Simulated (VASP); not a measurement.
## As: single point with PBEsol

The system is As.

```
As
1.0
    -3.73057    3.73057    1.23458
     3.73057   -3.73057    1.23458
     3.73057    3.73057   -1.23458
As
1
Cartesian
  0.0000 0.0000 0.0000
```

This cell differs from its parent crystal: Bi replaced by As, lengths x 0.882, strained.

| Property | Result |
| --- | --- |
| Program | VASP 6.6.1 |
| Task | single point |
| Functional | PBEsol |
| Potentials or basis | VASP PAW PBE potentials, release 64 (As) |
| Cutoff | 520 eV |
| k mesh | 8 × 8 × 8 |
| Occupations | gaussian, width 0.1 eV |
| Spin | no spin polarisation |

| Quantity | Value |
| --- | --- |
| Pressure | -2.8 GPa |

Stress tensor (GPa, compression positive):
```
-0.38  0.00  0.00
 0.00 -0.38  0.00
 0.00  0.00 -7.73
```

Levels at points of the mesh, in eV from the Fermi level:
| k point | band 1 | band 2 | band 3 | band 4 | band 5 | band 6 | band 7 |
| --- | --- | --- | --- | --- | --- | --- | --- |
| (0.00, 0.00, 0.00) | -11.64 | -1.36 | -1.36 | 3.80 | 5.97 | 9.05 | 10.31 |
| (0.50, 0.00, 0.00) | -6.55 | -4.26 | 2.49 | 2.50 | 7.52 | 7.66 | 10.91 |
| (0.50, 0.50, 0.00) | -11.62 | -1.81 | -1.32 | 5.12 | 6.42 | 7.43 | 9.56 |
| (0.50, 0.50, 0.50) | -11.61 | -1.73 | -1.73 | 5.12 | 8.23 | 8.23 | 9.07 |

It took 41 s on 1 thread of Intel(R) Xeon(R) Platinum 8259CL CPU @ 2.50GHz (Skylake/Cascade Lake), on a shared host, peak memory 0.24 GiB.

Caveat: the cell differs from its parent crystal (Bi replaced by As, lengths x 0.882, strained); the PAW data sets were made with another functional, which shifts forces and pressure a little.
